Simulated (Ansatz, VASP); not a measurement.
**CdTeF6: VASP beside Ansatz**

```
CELL_PARAMETERS angstrom
-0.00240 4.27521 4.26177
4.28152 -0.04826 4.30848
4.25258 4.29275 -0.02025
ATOMIC_POSITIONS crystal
Cd 0.00003 0.00005 0.99996
Te 0.50002 0.50002 0.49987
F 0.66763 0.25338 0.26681
F 0.33241 0.74651 0.73335
F 0.21167 0.75849 0.30841
F 0.78806 0.24150 0.69164
F 0.23689 0.28324 0.79418
F 0.76330 0.71679 0.20578
```

Change from the starting cell: cell x1, atoms moved at random (sigma 0.1 Å) and cell strained at random (1.5 %), then relaxed without symmetry.

Alike in both runs: functional PBE; k mesh 4 × 4 × 4; occupations gaussian, width 0.1 eV; no spin polarisation.

Ansatz relaxed the structure, and its values are those at the end. VASP's run is a single point on that final structure, the one shown.

|  | VASP | Ansatz |
| --- | --- | --- |
| version | VASP 6.6.1 | Ansatz 0.2.0 |
| potentials or method | VASP PAW PBE potentials, release 64 (Cd, Te, F), cutoff 520 eV | scalar-relativistic, plane waves, PAW |
| valence electrons in the cell | 60 | 78 |

|  | VASP | Ansatz | Ansatz less VASP |
| --- | --- | --- | --- |
| gap on the k mesh at the Fermi level (eV) | 2.84 | 2.84 | +0.005 |
| least direct gap on the mesh (eV) | 3.50 | 3.50 | +0.004 |
| pressure (GPa) | -0.4 | -0.1 | +0.25 |
| rms of the force components (eV/Å) | 0.049 | 0.005 | -0.0444 |

VASP's potentials hold 60 valence electrons a cell and Ansatz's 78, so a difference there can come from the potentials and not from the codes.

Spin-orbit coupling is off throughout.
